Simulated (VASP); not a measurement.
Set up this calculation in VASP 6.6.1, as the native input.

```
Task                               : single point
Functional                         : BHLYP
Potentials or basis                : VASP PAW PBE potentials, release 64 (Ti_sv)
Cutoff                             : 520 eV
k mesh                             : 6 × 6 × 6
Occupations                        : fermi-dirac, width 0.05 eV
Spin                               : no spin polarisation
Dipole correction                  : no
Grid for exact exchange (PRECFOCK) : Normal
Further INCAR settings             : ALGO = Normal; EDIFF = 1e-06; NBANDS = 12
```

Crystal: Ti.

```
Ti
1.0
    -1.64100    1.64100    1.64100
     1.64100   -1.64100    1.64100
     1.64100    1.64100   -1.64100
Ti
1
Direct
  0.00000 0.00000 0.00000
```

The input as run:

POSCAR

```
Ti
1.0
   -1.6410000000      1.6410000000      1.6410000000
    1.6410000000     -1.6410000000      1.6410000000
    1.6410000000      1.6410000000     -1.6410000000
Ti
1
Direct
    0.0000000000      0.0000000000      0.0000000000
```

INCAR.step1

```
ALGO = Normal ; EDIFF = 1E-5
ENCUT = 520 ; GGA = PE
ISIF = 2 ; ISMEAR = -1
LASPH = True ; LCHARG = False
LREAL = False ; LWAVE = True
NBANDS = 12 ; NELM = 100
PREC = Accurate ; SIGMA = 0.05
```

INCAR.step2

```
AEXX = 0.5 ; AGGAC = 1.0
AGGAX = 0.5 ; ALDAC = 0.0
ALDAX = 0.5 ; ALGO = Normal
EDIFF = 1E-6 ; ENCUT = 520
GGA = B5 ; ISIF = 2
ISMEAR = -1 ; ISTART = 1
LASPH = True ; LCHARG = False
LHFCALC = True ; LREAL = False
LWAVE = False ; NBANDS = 12
NELM = 100 ; PREC = Accurate
PRECFOCK = Normal ; SIGMA = 0.05
```

KPOINTS

```
k-points
0
Gamma
  6 6 6
```

Potentials or basis: VASP PAW PBE potentials, release 64 (Ti_sv).

Command:

```sh
$ cat potpaw_PBE.64/Ti_sv/POTCAR > POTCAR
$ cp INCAR.step1 INCAR
$ mpirun -np 1 vasp_std > vasp.out
$ cp INCAR.step2 INCAR
$ mpirun -np 1 vasp_std > vasp.out
```

It gave:

```
Pressure               : -2.5 GPa
Band gap on the k mesh : zero (band 6 reaches 11.55 eV, above the bottom of band 7 at 6.76 eV)
```

Caveat: the k points lie up to 0.45 Å⁻¹ apart; the PAW data sets were made with another functional, which shifts forces and pressure a little.

Wall time 7.9 min on 1 thread of Intel Xeon 6975P-C, on a shared host, peak memory 0.14 GiB.
